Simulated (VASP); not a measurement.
MgS: single point with PBEsol

Crystal: MgS.

```
CELL_PARAMETERS angstrom
3.26282 0.00000 0.00000
0.00000 3.26282 0.00000
0.00000 0.00000 3.26282
ATOMIC_POSITIONS crystal
Mg 0.00000 0.00000 0.00000
S 0.50000 0.50000 0.50000
```

```
Program                : VASP 6.6.1
Task                   : single point
Functional             : PBEsol
Potentials or basis    : VASP PAW PBE potentials, release 64 (Mg, S)
Cutoff                 : 600 eV
k mesh                 : 6 × 6 × 6
Occupations            : fermi-dirac, width 0.5 eV
Spin                   : no spin polarisation
Dipole correction      : no
Further INCAR settings : ALGO = Normal; EDIFF = 1e-06; NBANDS = 11
```

```
Pressure : -1.5 GPa
```

Levels at points of the mesh, in eV from the Fermi level:
```
           k point  band 2  band 3  band 4  band 5  band 6  band 7
(0.00, 0.00, 0.00)   -1.69   -1.69   -1.69    0.51    3.99    3.99
(0.50, 0.00, 0.00)   -7.04   -0.95   -0.95    3.49    5.94    6.78
(0.50, 0.50, 0.00)   -5.41   -5.41   -0.71   -0.23    7.23    8.06
(0.50, 0.50, 0.50)   -4.15   -4.15   -4.15    1.31    1.31    1.31
```

Run time: 9.8 s on 1 thread of AMD EPYC 7R43 64-Core Processor (Zen 3) (shared host), peak memory 0.13 GiB.

Caveat: the PAW data sets were made with another functional, which shifts forces and pressure a little.
